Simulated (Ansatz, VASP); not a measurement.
# PbO2: VASP beside Ansatz

```xyz
6
Lattice="4.9838 0.0000 0.0000 0.0000 4.9838 0.0000 0.0000 0.0000 3.4076" Properties=species:S:1:pos:R:3 pbc="T T T"
Pb    0.0000    0.0000    0.0000
Pb    2.4919    2.4919    1.7038
O     1.5311    1.5311    0.0000
O     0.9608    4.0230    1.7038
O     4.0230    0.9608    1.7038
O     3.4527    3.4527    0.0000
```

Alike in both runs: task single point; functional r2SCAN; k mesh 6 × 6 × 8; occupations fermi-dirac, width 0.02 eV; no spin polarisation.

|  | VASP | Ansatz |
| --- | --- | --- |
| version | VASP 6.6.1 | Ansatz 0.2.0 |
| potentials or method | VASP PAW PBE potentials, release 64 (Pb_d, O) | plane waves, PAW |
| plane-wave cutoff (eV) | 520 | 500 |
| valence electrons in the cell | 52 | 52 |

VASP gave:

| Quantity | Value |
| --- | --- |
| pressure (GPa) | 0.8 |
| traceless stress, the component that is largest in VASP (GPa) | 0.14 |
| rms of the force components (eV/Å) | 0.003 |

Task: What did Ansatz give for the same quantities?

Result: Pressure (GPa): -0.1; traceless stress, the component that is largest in VASP (GPa): -0.13; rms of the force components (eV/Å): 0.005.

VASP's potentials were made for PBE, not for r2SCAN. Atom by atom the forces differ by 0.008 eV/Å (rms over components).

Spin-orbit coupling is off throughout.
